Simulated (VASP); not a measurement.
Input of a VASP 6.6.1 run:

INCAR

```
PREC = Accurate
ENCUT = 520
EDIFF = 1E-6
ISMEAR = -1
SIGMA = 0.03
LREAL = F
LASPH = T
NELM = 100
ALGO = Normal
ISIF = 2
LWAVE = F
LCHARG = F
GGA = PE
NBANDS = 12
```

File KPOINTS:

```
regular mesh
0
Gamma
  6 6 6
```

The input POSCAR:

```
LiF
1.0
    0.0000000000      2.0140000000      2.0140000000
    2.0140000000      0.0000000000      2.0140000000
    2.0140000000      2.0140000000      0.0000000000
F Li
1 1
Direct
    0.5000000000      0.5000000000      0.5000000000
    0.0000000000      0.0000000000      0.0000000000
```

Potentials or basis: VASP PAW PBE potentials, release 64 (F, Li_sv).

Launch:

```console
$ cat potpaw_PBE.64/F/POTCAR potpaw_PBE.64/Li_sv/POTCAR > POTCAR
$ mpirun -np 1 vasp_std > vasp.out
```

(1) Predict the band gap on the k mesh.

## Answers

(1) 9.09 eV.

Caveat: the k points lie up to 0.45 Å⁻¹ apart.
